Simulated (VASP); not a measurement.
A run of VASP 6.6.1:

Contents of POSCAR:

```
Al
1.0
    0.0000000000      2.0248050000      2.0248050000
    2.0248050000      0.0000000000      2.0248050000
    2.0248050000      2.0248050000      0.0000000000
Al
1
Direct
    0.0000000000      0.0000000000      0.0000000000
```

The input INCAR.step1:

```
SYSTEM = Al
  ALGO = Normal
  EDIFF = 1E-4
  ENCUT = 600
  GGA = PE
  ISMEAR = -1
  LASPH = .True.
  LCHARG = .False.
  LREAL = .False.
  LWAVE = .True.
  NELM = 100
  PREC = Accurate
  SIGMA = 0.05
```

File INCAR.step2:

```
SYSTEM = Al
  ALGO = Normal
  EDIFF = 1E-6
  EDIFFG = -0.01
  ENCUT = 600
  IBRION = 2
  ISIF = 3
  ISMEAR = -1
  ISTART = 1
  IVDW = 12
  LASPH = .True.
  LCHARG = .False.
  LMIXTAU = .True.
  LREAL = .False.
  LWAVE = .False.
  METAGGA = R2SCAN
  NELM = 100
  NSW = 60
  PREC = Accurate
  SIGMA = 0.05
  VDW_A1 = 0.49484001
  VDW_A2 = 5.73083694
  VDW_S6 = 1.0
  VDW_S8 = 0.78981345
```

File KPOINTS:

```
k-points
0
Gamma
  11 11 11
  0 0 0
```

Potentials or basis: VASP PAW PBE potentials, release 64 (Al).

Run with:

```bash
$ cat potpaw_PBE.64/Al/POTCAR > POTCAR
$ cp INCAR.step1 INCAR
$ mpirun -np 1 vasp_std > vasp.out
$ cp INCAR.step2 INCAR
$ mpirun -np 1 vasp_std > vasp.out
```

Hardware: 1 thread of Intel(R) Xeon(R) 6975P-C (Granite Rapids), with other jobs on the host.

Q: How long does it take, and how much memory?

A: It took 20 s on 1 thread of Intel(R) Xeon(R) 6975P-C (Granite Rapids), on a shared host, peak memory 0.15 GiB. Counts: k points 56, ion steps 3.
